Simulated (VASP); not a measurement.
MgO (CsCl type):

```
Mg O
1.0
     2.78104    0.00000    0.00000
     0.00000    2.78104    0.00000
     0.00000    0.00000    2.78104
Mg O
1 1
Direct
  0.00000 0.00000 0.00000
  0.50000 0.50000 0.50000
```

* Program: VASP 6.6.1
* Task: relaxation of cell and atoms
* Functional: PBE
* Potentials or basis: VASP PAW PBE potentials, release 64 (Mg_sv, O)
* Cutoff: 840 eV
* k mesh: 15 × 15 × 15
* Occupations: fermi-dirac, width 0.08 eV
* Spin: no spin polarisation

At the start: pressure -14.3 GPa; volume 10.75 Å³/atom.

Q: Where does the relaxation end?

A: Over 3 steps the energy falls by 66.4 meV/atom and the volume is 9.42 Å³/atom (-12.4 %); space group Pm-3m (No. 221, to 0.1 Å) before and after.

The path:
```csv
step,energy change (eV),largest force (eV/Å),pressure (GPa),volume (Å³)
1,0.0000,0.0000,-14.31,21.51
2,-0.1321,0.0000,1.44,18.65
3,-0.1329,0.0000,0.05,18.84
```

Final structure:
```
Mg O
1.0
     2.66082    0.00000    0.00000
     0.00000    2.66082    0.00000
     0.00000    0.00000    2.66082
Mg O
1 1
Direct
  0.00000 0.00000 0.00000
  0.50000 0.50000 0.50000
```
